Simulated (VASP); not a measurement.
# CdSiN2 (P-4m2) in VASP: notebook

The runs below take CdSiN2 through dielectric tensor, with r2SCAN, PBE.

All numbers are computed with VASP 6.6.1; they aren't measurements. Logs are shortened: lines on timing, memory, paths and dates and some standing lists are left out, and cuts for length are marked.

## Step 1: The cell of the first run

It takes space group P-4m2 (No. 115, tetragonal). Conventional cell: a = 3.034 Å, b = 3.034 Å, c = 5.110 Å, α = 90.00°, β = 90.00°, γ = 90.00°. Cd (site symmetry -4m2) has 4 N at 2.23 Å within 2.9 Å. N (site symmetry 2mm) has 2 Si at 1.77 Å and 2 Cd at 2.23 Å within 2.4 Å. Within 2.4 Å of Si (site symmetry -4m2) lie 4 N at 1.77 Å.

## Step 2: Dielectric tensor, r2SCAN

File INCAR:

```
SYSTEM = CdSiN2
  PREC = Accurate
  ENCUT = 520
  EDIFF = 1E-8
  ISMEAR = 0
  SIGMA = 0.01
  LREAL = .FALSE.
  LASPH = .TRUE.
  NELM = 100
  ALGO = Normal
  ISIF = 2
  LWAVE = .FALSE.
  LCHARG = .FALSE.
  METAGGA = R2SCAN
  LMIXTAU = .TRUE.
  LCALCEPS = .TRUE.
```

File KPOINTS:

```
regular mesh
0
G
  8 8 4
  0 0 0
```

File POSCAR:

```
CdSiN2
1.0
    3.0339884445      0.0000000000      0.0000000000
    0.0000000000      3.0339884445      0.0000000000
    0.0000000000      0.0000000000      5.1102333224
Cd N Si
1 2 1
Direct
    0.0000000000      0.0000000000      0.0000000000
    0.0000000000      0.5000000000      0.3197391382
    0.5000000000      0.0000000000      0.6802608618
    0.5000000000      0.5000000000      0.5000000000
```

Potentials or basis: VASP PAW PBE potentials, release 64 (Cd, N, Si).

Command:

```
cat potpaw_PBE.64/Cd/POTCAR potpaw_PBE.64/N/POTCAR potpaw_PBE.64/Si/POTCAR > POTCAR
mpirun -np 1 vasp_std > vasp.out
```

OUTCAR:

```text
SYSTEM = CdSiN2
   PREC = Accurate
   ENCUT = 520
   EDIFF = 1E-8
   ISMEAR = 0
   LREAL = .FALSE.
   LASPH = .TRUE.
   NELM = 100
   ISIF = 2
   METAGGA = R2SCAN

 ion  position               nearest neighbor table
   1  0.000  0.000  0.000-   2 2.23   3 2.23   2 2.23   3 2.23   4 3.34   4 3.34   4 3.34   4 3.34
                             4 3.34   4 3.34   4 3.34   4 3.34
   2  0.000  0.500  0.320-   4 1.77   4 1.77   1 2.23   1 2.23
   3  0.500  0.000  0.680-   4 1.77   4 1.77   1 2.23   1 2.23
   4  0.500  0.500  0.500-   2 1.77   3 1.77   3 1.77   2 1.77   1 3.34   1 3.34   1 3.34   1 3.34
                             1 3.34   1 3.34   1 3.34   1 3.34

  LATTYP: Found a simple tetragonal cell.
 ALAT       =     3.0339884445
 C/A-ratio  =     1.6843285385

  Lattice vectors:

 A1 = (   3.0339884445,   0.0000000000,   0.0000000000)
 A2 = (   0.0000000000,   3.0339884445,   0.0000000000)
 A3 = (   0.0000000000,   0.0000000000,   5.1102333224)

Analysis of symmetry for initial positions (statically):
=====================================================================
 Subroutine PRICEL returns:
 Original cell was already a primitive cell.

 Routine SETGRP: Setting up the symmetry group for a
 simple tetragonal supercell.

 Subroutine GETGRP returns: Found  8 space group operations
 (whereof  8 operations were pure point group operations)
 out of a pool of 16 trial point group operations.

The static configuration has the point symmetry D_2d.

Analysis of symmetry for dynamics (positions and initial velocities):
=====================================================================
 Subroutine PRICEL returns:
 Original cell was already a primitive cell.

 Routine SETGRP: Setting up the symmetry group for a
 simple tetragonal supercell.

 Subroutine GETGRP returns: Found  8 space group operations
 (whereof  8 operations were pure point group operations)
 out of a pool of 16 trial point group operations.

The dynamic configuration has the point symmetry D_2d.

 Subroutine INISYM returns: Found  8 space group operations
 (whereof  8 operations are pure point group operations),
 and found     1 'primitive' translations

----------------------------------------------------------------------------------------

                                     Primitive cell

  volume of cell :      47.0401

  direct lattice vectors                    reciprocal lattice vectors
     3.033988444  0.000000000  0.000000000     0.329599146  0.000000000  0.000000000
     0.000000000  3.033988444  0.000000000     0.000000000  0.329599146  0.000000000
     0.000000000  0.000000000  5.110233322     0.000000000  0.000000000  0.195685781

  length of vectors
     3.033988444  3.033988444  5.110233322     0.329599146  0.329599146  0.195685781

  position of ions in fractional coordinates (direct lattice)
     0.000000000  0.000000000  0.000000000
     0.000000000  0.500000000  0.319739138
     0.500000000  0.000000000  0.680260862
     0.500000000  0.500000000  0.500000000

  ion indices of the primitive-cell ions
   primitive index   ion index
                 1           1
                 2           2
                 3           3
                 4           4

----------------------------------------------------------------------------------------

 KPOINTS: regular mesh

Automatic generation of k-mesh.
 Grid dimensions read from file:
 generate k-points for:    8    8    4

 Generating k-lattice:

  Cartesian coordinates                     Fractional coordinates (reciprocal lattice)
     0.041199893  0.000000000  0.000000000     0.125000000  0.000000000  0.000000000
     0.000000000  0.041199893  0.000000000     0.000000000  0.125000000  0.000000000
     0.000000000  0.000000000  0.048921445     0.000000000  0.000000000  0.250000000

  Length of vectors
     0.041199893  0.041199893  0.048921445

  Shift w.r.t. Gamma in fractional coordinates (k-lattice)
     0.000000000  0.000000000  0.000000000

 Subroutine IBZKPT returns following result:
 ===========================================

 Found     45 irreducible k-points:

 Following reciprocal coordinates:
            Coordinates               Weight
  0.000000  0.000000  0.000000      1.000000
  0.125000  0.000000  0.000000      4.000000
  0.250000  0.000000  0.000000      4.000000
  0.375000  0.000000  0.000000      4.000000
  0.500000  0.000000  0.000000      2.000000
  0.125000  0.125000  0.000000      4.000000
[... 16 lines left out ...]
  0.375000  0.125000  0.250000     16.000000
  0.500000  0.125000  0.250000      8.000000
 [... further k-points ...]
   k-points           NKPTS =     45   k-points in BZ     NKDIM =     45   number of bands    NBANDS=     17
   number of dos      NEDOS =    301   number of ions     NIONS =      4
   total plane-waves  NPLWV =  23040
   dimension x,y,z NGX =    24 NGY =   24 NGZ =   40
   dimension x,y,z NGXF=    48 NGYF=   48 NGZF=   80
   ions per type =               1   2   1
   NGX,Y,Z   is equivalent  to a cutoff of  13.15, 13.15, 13.01 a.u.
   NGXF,Y,Z  is equivalent  to a cutoff of  26.30, 26.30, 26.03 a.u.
 SYSTEM =  CdSiN2
   PREC   = accura    normal or accurate (medium, high low for compatibility)
   ISTART =      0    job   : 0-new  1-cont  2-samecut
   ICHARG =      2    charge: 1-file 2-atom 10-const
   ISPIN  =      1    spin polarized calculation?
   LNONCOLLINEAR =      F non collinear calculations
   LSORBIT =      F    spin-orbit coupling
   LASPH  =      T    aspherical Exc in radial PAW
   ENCUT  =  520.0 eV  38.22 Ry    6.18 a.u.   5.64  5.64  9.50*2*pi/ulx,y,z
   NELM   =    100;   NELMIN=  2; NELMDL= -5     # of ELM steps
   EDIFF  = 0.1E-07   stopping-criterion for ELM
   LREAL  =      F    real-space projection
   EDIFFG = 0.1E-06   stopping-criterion for IOM
   NSW    =      0    number of steps for IOM
   IBRION =     -1    ionic relax: 0-MD 1-quasi-New 2-CG
   NFREE  =      0    steps in history (QN), initial steepest desc. (CG)
   ISIF   =      2    stress and relaxation
   ISYM   =      2    0-nonsym 1-usesym 2-fastsym
   POTIM  = 0.5000    time-step for ionic-motion
   TEBEG  =    0.0;   TEEND  =   0.0 temperature during run
   PSTRESS=    0.0 pullay stress
   NELECT =      26.0000    total number of electrons
   NUPDOWN=      -1.0000    fix difference up-down
   EMIN   =  10.00;   EMAX   =-10.00  energy-range for DOS
   EFERMI =   0.00;   METHOD = LEGACY
   ISMEAR =     0;   SIGMA  =   0.01  broadening in eV -4-tet -1-fermi 0-gaus
   EFERMI_NEDOS =   21; number of points for ismear=-14 and -15
   IALGO  =     38    algorithm
   IMIX   =      4    mixing-type and parameters
     AMIX     =   0.40;   BMIX     =  1.00
     AMIX_MAG =   1.60;   BMIX_MAG =  1.00
  volume/ion in A,a.u.               =      11.76        79.36
  Fermi-wavevector in a.u.,A,eV,Ry     =   1.343517  2.538879 24.559023  1.805037
  Thomas-Fermi vector in A             =   2.471584
   LORBIT       =      0    0 simple, 1 ext, 2 COOP (PROOUT), +10 PAW based schemes
   METAGGA = R2SCAN    functional components
   LHFCALC =     F    Hartree Fock is set to
   AEXX    =    0.0000 exact exchange contribution
   IVDW    =     0    specifies the selected vdW correction
   LEPSILON=     F    determine dielectric tensor
   LRPA    =     F    only Hartree local field effects (RPA)
   LRPA       =     F
 non-spin polarized calculation
 Gauss-broadening in eV      SIGMA  =   0.01
  energy-cutoff  :      520.00
  volume of cell :       47.04
 maximum number of plane-waves:      1288
 NGX is ok and might be reduce to    24
   NGX = 11   NGY = 11   NGZ = 19

 Total electronic dipole moment: p[elc]=(    -0.00000    -0.00000    -0.00000 ) |e| Angst

 Total electronic dipole moment: p[elc]=(     0.01148     0.00000     0.00000 ) |e| Angst

 Total electronic dipole moment: p[elc]=(     0.00000     0.00000    -0.00000 ) |e| Angst

 number of electron      25.9999995 magnetization

 Free energy of the ion-electron system (eV)
  ---------------------------------------------------
  ext. energy  EPLUGINS =         0.00000000
  ---------------------------------------------------
  free energy    TOTEN  =       -49.36247434 eV

  energy without entropy =      -49.36247434  energy(sigma->0) =      -49.36247434

 E-fermi :   5.0839     XC(G=0): -12.0687

 val. band max:        5.0259332418   @ k =   0.0000  -0.5000  -0.5000
 cond. band min:   10000.0000000000   @ k =   0.0000   0.0000   0.0000
 fundamental gap:   9994.9740667582
 Fermi energy:         5.0838735907

 k-point     1 :       0.0000    0.0000    0.0000
  band No.  band energies     occupation
      1     -12.8019      2.00000
      2      -9.8302      2.00000
      3      -3.8108      2.00000
      4      -3.3996      2.00000
      5      -2.8786      2.00000
      6      -2.8781      2.00000
[... 9 lines left out ...]
     16   10000.0000      0.00000
     17   10000.0000      0.00000

 k-point     2 :       0.1250    0.0000    0.0000
  band No.  band energies     occupation
      1     -12.6369      2.00000
      2      -9.8247      2.00000
      3      -3.7479      2.00000
      4      -3.3056      2.00000
      5      -2.9808      2.00000
      6      -2.8623      2.00000
[... 9 lines left out ...]
     16   10000.0000      0.00000
     17   10000.0000      0.00000

 k-point     3 :       0.2500    0.0000    0.0000
  band No.  band energies     occupation
      1     -12.1694      2.00000
      2      -9.8637      2.00000
      3      -3.7243      2.00000
      4      -3.4325      2.00000
      5      -2.9338      2.00000
      6      -2.8275      2.00000
[... 392 lines left out ...]
 k-point    23 :       0.3750    0.1250    0.2500
  band No.  band energies     occupation
      1     -11.3247      2.00000
      2     -10.0574      2.00000
      3      -3.8827      2.00000
      4      -3.4617      2.00000
      5      -3.0412      2.00000
      6      -2.9389      2.00000
[... 9 lines left out ...]
     16   10000.0000      0.00000
     17   10000.0000      0.00000

 k-point    24 :       0.5000    0.1250    0.2500
  band No.  band energies     occupation
      1     -10.8680      2.00000
      2     -10.3027      2.00000
      3      -4.1060      2.00000
      4      -3.5065      2.00000
      5      -3.0882      2.00000
      6      -2.9004      2.00000
[... 9 lines left out ...]
     16   10000.0000      0.00000
     17   10000.0000      0.00000

 [... further k-points ...]

------------------------ aborting loop because EDIFF is reached ----------------------------------------

            Ionic dipole moment: p[ion]=(   -13.65295   -13.65295   -10.22047 ) |e| Angst

 Total electronic dipole moment: p[elc]=(    -0.00000    -0.00000     0.01303 ) |e| Angst

 MACROSCOPIC STATIC DIELECTRIC TENSOR (including local field effects)
 ------------------------------------------------------
           5.415128    -0.000000     0.000000
           0.000000     5.415128     0.000000
           0.000000     0.000000     6.012218
 ------------------------------------------------------

 PIEZOELECTRIC TENSOR (including local field effects) (e Angst)
          XX          YY          ZZ          XY          YZ          ZX
  --------------------------------------------------------------------------------
  x     0.00000     0.00000    -0.00000     0.00000     0.00000     2.79586
  y     0.00000     0.00000     0.00000     0.00000    -2.79585     0.00000
  z     2.72539    -2.72539     0.00000     0.00000     0.00000     0.00000

 PIEZOELECTRIC TENSOR (including local field effects) (C/m^2)
          XX          YY          ZZ          XY          YZ          ZX
  --------------------------------------------------------------------------------
  x     0.00000     0.00000    -0.00000     0.00000     0.00000     0.95226
  y     0.00000     0.00000     0.00000     0.00000    -0.95226     0.00000
  z     0.92826    -0.92826     0.00000     0.00000     0.00000     0.00000

 BORN EFFECTIVE CHARGES (including local field effects) (in |e|, cummulative output)
 ---------------------------------------------------------------------------------
 ion    1
    1     1.87619     0.00000    -0.00000
    2     0.00000     1.87619     0.00000
    3     0.00000     0.00000     2.49637
 ion    2
    1    -3.16562     0.00000    -0.00000
    2     0.00000    -2.20209     0.00000
    3     0.00000     0.00000    -2.60958
 ion    3
    1    -2.20209     0.00000     0.00000
    2     0.00000    -3.16562     0.00000
    3     0.00000     0.00000    -2.60958
 ion    4
    1     3.49152     0.00000     0.00000
    2     0.00000     3.49152     0.00000
    3     0.00000     0.00000     2.72278

  FORCE on cell =-STRESS in cart. coord.  units (eV):
  Direction    XX          YY          ZZ          XY          YZ          ZX
  --------------------------------------------------------------------------------------
  -------------------------------------------------------------------------------------
  Total        0.2235308      0.2235308      0.3840457      0.0000000      0.0000000     -0.0000000
  in kB        7.6134131      7.6134131     13.0805183      0.0000000      0.0000000     -0.0000000
  external PRESSURE =       9.4357815 kB  Pullay stress =       0.0000000 kB

 VOLUME and BASIS-vectors are now :
 -----------------------------------------------------------------------------
  energy-cutoff  :      520.00
  volume of cell :       47.04
      direct lattice vectors                 reciprocal lattice vectors
     3.033988444  0.000000000  0.000000000     0.329599146  0.000000000  0.000000000
     0.000000000  3.033988444  0.000000000     0.000000000  0.329599146  0.000000000
     0.000000000  0.000000000  5.110233322     0.000000000  0.000000000  0.195685781

 POSITION                                       TOTAL-FORCE (eV/Angst)
 -----------------------------------------------------------------------------------
      0.00000      0.00000      0.00000        -0.000000     -0.000000      0.000000
      0.00000      1.51699      1.63394         0.000000     -0.000000      0.116952
      1.51699      0.00000      3.47629        -0.000000     -0.000000     -0.116952
      1.51699      1.51699      2.55512        -0.000000      0.000000      0.000000
 -----------------------------------------------------------------------------------
    total drift:                                0.000000      0.000000      0.000000

  FREE ENERGIE OF THE ION-ELECTRON SYSTEM (eV)
  ---------------------------------------------------
  free  energy   TOTEN  =       -49.3624743420 eV

  energy  without entropy=      -49.3624743420  energy(sigma->0) =      -49.36247434
```

Run time: 19 min. Hardware: 1 thread of Intel Xeon 6975P-C (Granite Rapids), shared host; peak memory 0.42 GiB.

What came out:

* Band gap on the k mesh: 1.55 eV, indirect (least direct gap 1.58 eV)
* Electronic dielectric tensor (diagonal): 5.42, 5.42, 6.01
* Born charges (mean of the diagonal): Cd +2.08; N -2.66; Si +3.24 e

Electronic dielectric tensor:
```
5.42 0.00 0.00
0.00 5.42 0.00
0.00 0.00 6.01
```

Born effective charge tensors (e):
atom 1, Cd
```
1.88 0.00 0.00
0.00 1.88 0.00
0.00 0.00 2.50
```
atom 2, N
```
-3.17  0.00  0.00
 0.00 -2.20  0.00
 0.00  0.00 -2.61
```
atom 3, N
```
-2.20  0.00  0.00
 0.00 -3.17  0.00
 0.00  0.00 -2.61
```
atom 4, Si
```
3.49 0.00 0.00
0.00 3.49 0.00
0.00 0.00 2.72
```

Dipole moments of the cell (e·Å, modulo the quantum): ionic -13.653, -13.653, -10.220; electronic 0.000, 0.000, 0.013

Caveat: the PAW data sets were made with another functional, which shifts forces and pressure a little. r2SCAN opens gaps a little over a GGA but as a rule still falls short of measured ones.

(Continued in part 2 of 2.)
